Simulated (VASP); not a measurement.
# Mg2ZrH6 (Fm-3m) in VASP: a series of runs, part 2 of 2

VASP 6.6.1. The steps go on from the part before.

## (3) Single point, PBE, collinear spin, ferromagnetic start

This run uses another cell than the first one, of 11.01 Å³/atom, 1.018 times its volume.

Input file INCAR:

```
SYSTEM = Mg2ZrH6
PREC     = Accurate       ! precision mode
ENCUT    = 520            ! plane-wave cutoff, eV
EDIFF    = 1E-6           ! SCF threshold, eV
ISMEAR   = 0              ! smearing method
SIGMA    = 0.1            ! smearing width, eV
LREAL    = .False.        ! projectors in reciprocal space
LASPH    = .True.         ! aspherical terms in the spheres
NELM     = 150            ! most SCF steps
ALGO     = Normal         ! electronic algorithm
ISIF     = 2              ! what is computed and relaxed
LWAVE    = .False.        ! write WAVECAR
LCHARG   = .False.        ! write CHGCAR
ISPIN    = 2              ! spin polarisation
MAGMOM   = 0 0 1.11 0 0 0 0 0 0 ! initial moments
LORBIT   = 11             ! projections on sites
LMAXMIX  = 4              ! l up to which the mixer works
GGA      = PE             ! functional
NBANDS   = 25             ! bands
```

Input file KPOINTS:

```
Automatic mesh
0
Gamma
  10 10 10
  0 0 0
```

Input file POSCAR:

```
Mg2ZrH6
1.0
    0.0000000000      3.6730858691      3.6730858691
    3.6730858691      0.0000000000      3.6730858691
    3.6730858691      3.6730858691      0.0000000000
Mg Zr H
2 1 6
Direct
    0.7500000000      0.7500000000      0.7500000000
    0.2500000000      0.2500000000      0.2500000000
    0.0000000000      0.0000000000      0.0000000000
    0.5000000000      0.0000000000      0.0000000000
    0.0000000000      0.5000000000      0.5000000000
    0.0000000000      0.5000000000      0.0000000000
    0.5000000000      0.0000000000      0.5000000000
    0.0000000000      0.0000000000      0.5000000000
    0.5000000000      0.5000000000      0.0000000000
```

Potentials or basis: VASP PAW PBE potentials, release 64 (Mg, Zr_sv, H).

Started as:

```bash
$ cat potpaw_PBE.64/Mg/POTCAR potpaw_PBE.64/Zr_sv/POTCAR potpaw_PBE.64/H/POTCAR > POTCAR
$ mpirun -np 1 vasp_std > vasp.out
```

OUTCAR:

```text
SYSTEM = Mg2ZrH6
   PREC = Accurate
   ENCUT = 520
   EDIFF = 1E-6
   ISMEAR = 0
   LREAL = .False.
   LASPH = .True.
   NELM = 150
   ISIF = 2
   ISPIN = 2
   LORBIT = 11
   GGA = PE

 ion  position               nearest neighbor table
   1  0.750  0.750  0.750-   4 1.84   5 1.84   6 1.84   7 1.84   8 1.84   9 1.84   3 3.18   3 3.18
                             3 3.18   3 3.18
   2  0.250  0.250  0.250-   4 1.84   5 1.84   6 1.84   7 1.84   8 1.84   9 1.84   3 3.18   3 3.18
                             3 3.18   3 3.18
   3  0.000  0.000  0.000-   1 3.18   2 3.18   1 3.18   1 3.18   1 3.18   2 3.18   2 3.18   2 3.18

   4  0.500  0.000  0.000-   1 1.84   2 1.84
   5  0.000  0.500  0.500-   1 1.84   2 1.84
   6  0.000  0.500  0.000-   1 1.84   2 1.84
   7  0.500  0.000  0.500-   1 1.84   2 1.84
   8  0.000  0.000  0.500-   1 1.84   2 1.84
   9  0.500  0.500  0.000-   1 1.84   2 1.84

  LATTYP: Found a face centered cubic cell.
 ALAT       =     7.3461717382

  Lattice vectors:

 A1 = (   0.0000000000,   3.6730858691,   3.6730858691)
 A2 = (   3.6730858691,   0.0000000000,   3.6730858691)
 A3 = (   3.6730858691,   3.6730858691,   0.0000000000)

Analysis of symmetry for initial positions (statically):
=====================================================================
 Subroutine PRICEL returns:
 Original cell was already a primitive cell.

 Routine SETGRP: Setting up the symmetry group for a
 face centered cubic supercell.

 Subroutine GETGRP returns: Found 48 space group operations
 (whereof 48 operations were pure point group operations)
 out of a pool of 48 trial point group operations.

The static configuration has the point symmetry O_h .

Analysis of symmetry for dynamics (positions and initial velocities):
[... 821 lines left out ...]

 spin component 2

 k-point     1 :       0.0000    0.0000    0.0000
  band No.  band energies     occupation
      1     -46.1138      1.00000
      2     -24.0454      1.00000
      3     -24.0454      1.00000
      4     -24.0454      1.00000
      5      -5.5453      1.00000
      6      -1.4987      1.00000
[... 613 lines left out ...]
     22      10.5160      0.00000
     23      12.3597      0.00000

 [... further k-points ...]

 [bands above 23 left out]

------------------------ aborting loop because EDIFF is reached ----------------------------------------

  FORCE on cell =-STRESS in cart. coord.  units (eV):
  Direction    XX          YY          ZZ          XY          YZ          ZX
  --------------------------------------------------------------------------------------
  -------------------------------------------------------------------------------------
  Total       -0.0840558     -0.0840558     -0.0840558     -0.0000000      0.0000000      0.0000000
  in kB       -1.3587991     -1.3587991     -1.3587991     -0.0000000      0.0000000      0.0000000
  external PRESSURE =      -1.3587991 kB  Pullay stress =       0.0000000 kB

 VOLUME and BASIS-vectors are now :
 -----------------------------------------------------------------------------
  energy-cutoff  :      520.00
  volume of cell :       99.11
      direct lattice vectors                 reciprocal lattice vectors
     0.000000000  3.673085869  3.673085869    -0.136125323  0.136125323  0.136125323
     3.673085869  0.000000000  3.673085869     0.136125323 -0.136125323  0.136125323
     3.673085869  3.673085869  0.000000000     0.136125323  0.136125323 -0.136125323

 POSITION                                       TOTAL-FORCE (eV/Angst)
 -----------------------------------------------------------------------------------
      5.50963      5.50963      5.50963         0.000000      0.000000      0.000000
      1.83654      1.83654      1.83654         0.000000      0.000000      0.000000
      0.00000      0.00000      0.00000        -0.000000     -0.000000     -0.000000
      0.00000      1.83654      1.83654        -0.000000     -0.000000     -0.000000
      3.67309      1.83654      1.83654        -0.000000     -0.000000     -0.000000
      1.83654      0.00000      1.83654        -0.000000     -0.000000     -0.000000
      1.83654      3.67309      1.83654        -0.000000     -0.000000     -0.000000
      1.83654      1.83654      0.00000        -0.000000     -0.000000     -0.000000
      1.83654      1.83654      3.67309        -0.000000     -0.000000     -0.000000
 -----------------------------------------------------------------------------------
    total drift:                               -0.000000     -0.000000      0.000000

  FREE ENERGIE OF THE ION-ELECTRON SYSTEM (eV)
  ---------------------------------------------------
  free  energy   TOTEN  =       -30.8181316719 eV

  energy  without entropy=      -30.8047375765  energy(sigma->0) =      -30.81143462

 total charge

# of ion       s       p       d       tot
------------------------------------------
    1        0.170   0.197   0.055   0.422
    2        0.170   0.197   0.055   0.422
    3        2.112   5.922   1.628   9.663
    4        0.550   0.005   0.000   0.555
    5        0.550   0.005   0.000   0.555
    6        0.550   0.005   0.000   0.555
    7        0.550   0.005   0.000   0.555
    8        0.550   0.005   0.000   0.555
    9        0.550   0.005   0.000   0.555
--------------------------------------------------
tot          5.751   6.345   1.739  13.834

 magnetization (x)

# of ion       s       p       d       tot
------------------------------------------
    1        0.000   0.006   0.004   0.010
    2        0.000   0.006   0.004   0.010
    3        0.052   0.012   1.207   1.271
    4       -0.019   0.003   0.000  -0.017
    5       -0.019   0.003   0.000  -0.017
    6       -0.019   0.003   0.000  -0.017
    7       -0.019   0.003   0.000  -0.017
    8       -0.019   0.003   0.000  -0.017
    9       -0.019   0.003   0.000  -0.017
--------------------------------------------------
tot         -0.063   0.040   1.216   1.193
```

stdout:

```text
POSCAR found type information on POSCAR MgZrH
 POSCAR found :  3 types and       9 ions
 scaLAPACK will be used
 LDA part: xc-table for (Slater+PW92), standard interpolation
 POSCAR, INCAR and KPOINTS ok, starting setup
 FFT: planning ... GRIDC
 FFT: planning ... GRID_SOFT
 FFT: planning ... GRID
 WAVECAR not read
 entering main loop
```

Wall time 13 min (1 thread of AMD EPYC, shared host); peak memory 0.37 GiB.

Results:

```yaml
Free_energy: -30.8181 eV
Pressure: -0.1 GPa
Band_gap_on_the_k_mesh: zero (filled and empty bands overlap)
Net_moment: 2.00 μB per cell
Site_moments: Mg +0.01; Zr +1.27; H -0.02 μB
Valence_electrons_inside_the_program's_atomic_spheres: Mg 0.42; Zr 9.66; H 0.56
```

## (4) Single point, PBE, collinear spin, ferromagnetic start

This run uses another cell than the first one, of 11.01 Å³/atom, 1.018 times its volume.

Input file INCAR:

```
PREC = Accurate ; ENCUT = 520
EDIFF = 1E-6 ; ISMEAR = 0
SIGMA = 0.1 ; LREAL = F
LASPH = T ; NELM = 150
ALGO = Normal ; ISIF = 2
LWAVE = F ; LCHARG = T
ISPIN = 2 ; MAGMOM = 0 0 1.02 0 0 0 0 0 0
LORBIT = 11 ; LMAXMIX = 4
GGA = PE ; LELF = T
LVHAR = T ; NBANDS = 25
```

Input file KPOINTS:

```
regular mesh
0
Gamma
  10 10 10
```

POSCAR is that of step 3.

Started as:

```bash
$ cat potpaw_PBE.64/Mg/POTCAR potpaw_PBE.64/Zr_sv/POTCAR potpaw_PBE.64/H/POTCAR > POTCAR
$ mpirun -np 1 vasp_std > vasp.out
```

Run time: 19 min. Hardware: 1 thread of AMD EPYC, shared host; peak memory 0.37 GiB.

Results (log left out):

* Free energy: -30.8181 eV
* Pressure: -0.1 GPa
* Band gap on the k mesh: zero (filled and empty bands overlap)
* Net moment: 2.00 μB per cell
* Site moments: Mg +0.01; Zr +1.27; H -0.02 μB
* Valence electrons inside the program's atomic spheres: Mg 0.42; Zr 9.66; H 0.56

Levels at points of the mesh, in eV from the Fermi level:
Spin up:
| k point | band 10 | band 11 | band 12 | band 13 | band 14 | band 15 |
| --- | --- | --- | --- | --- | --- | --- |
| (0.00, 0.00, 0.00) | -3.30 | 1.33 | 2.05 | 2.05 | 2.38 | 2.38 |
| (0.50, 0.00, 0.00) | -3.73 | -0.96 | -0.30 | -0.30 | 2.28 | 2.28 |
| (0.50, 0.50, 0.00) | -2.18 | -0.90 | -0.52 | -0.52 | -0.03 | 2.41 |
Spin down:
| k point | band 7 | band 8 | band 9 | band 10 | band 11 | band 12 | band 13 | band 14 |
| --- | --- | --- | --- | --- | --- | --- | --- | --- |
| (0.00, 0.00, 0.00) | -4.89 | -4.89 | -3.07 | -3.07 | 1.49 | 3.05 | 3.05 | 3.12 |
| (0.50, 0.00, 0.00) | -4.28 | -4.28 | -3.68 | -3.68 | 0.09 | 0.90 | 0.90 | 2.68 |
| (0.50, 0.50, 0.00) | -5.72 | -4.79 | -4.79 | -2.24 | 0.12 | 0.63 | 0.63 | 1.24 |
